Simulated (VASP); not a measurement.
# Sb2Au: relaxation of cell and atoms with LDA

Sb2Au:

```xyz
3
Lattice="0.0000 3.3621 3.3621 3.3621 0.0000 3.3621 3.3621 3.3621 0.0000" Properties=species:S:1:pos:R:3 pbc="T T T"
Sb    1.6811    1.6811    1.6811
Sb    5.0432    5.0432    5.0432
Au    0.0000    0.0000    0.0000
```

```json
{
 "Program": "VASP 6.6.1",
 "Task": "relaxation of cell and atoms",
 "Functional": "LDA",
 "Potentials or basis": "VASP PAW LDA potentials, release 64 (Sb, Au)",
 "Cutoff": "600 eV",
 "k mesh": "12 × 12 × 12",
 "Occupations": "fermi-dirac, width 0.15 eV",
 "Spin": "no spin polarisation",
 "Dipole correction": "no",
 "Further INCAR settings": "ALGO = Normal; EDIFF = 1e-07; IBRION = 2; EDIFFG = -0.001; NSW = 80; ISIF = 3"
}
```

```
Relaxed volume                         : 25.39 Å³/atom
Relaxed cell                           : a = 4.758 Å, b = 4.758 Å, c = 4.758 Å, α = 60.00°, β = 60.00°, γ = 60.00°
Space group after relaxing (to 0.05 Å) : Fm-3m (No. 225)
Energy gained by relaxing              : 0.0 meV/atom
Ionic steps                            : 3
Pressure after relaxing                : 0.0 GPa
```

Final structure:
```xyz
3
Lattice="0.0000 3.3644 3.3644 3.3644 0.0000 3.3644 3.3644 3.3644 0.0000" Properties=species:S:1:pos:R:3 pbc="T T T"
Sb    1.6822    1.6822    1.6822
Sb    5.0467    5.0467    5.0467
Au    0.0000    0.0000    0.0000
```

Levels at points of the mesh, in eV from the Fermi level:
| k point | band 7 | band 8 | band 9 | band 10 | band 11 | band 12 | band 13 | band 14 |
| --- | --- | --- | --- | --- | --- | --- | --- | --- |
| (0.00, 0.00, 0.00) | -5.15 | -0.25 | -0.25 | -0.25 | 0.59 | 0.59 | 0.59 | 1.39 |
| (0.50, 0.00, 0.00) | -5.12 | -2.40 | -2.22 | -2.22 | -1.45 | 0.25 | 0.25 | 4.60 |
| (0.50, 0.50, 0.00) | -4.99 | -4.40 | -4.40 | -3.64 | 0.48 | 3.55 | 3.55 | 3.80 |

Wall time 3.9 min on 1 thread of Oxide Virtual Turin-like Processor, on a shared host, peak memory 0.24 GiB.

Caveat: spin-orbit coupling is left out, which moves the levels of the heavy elements.
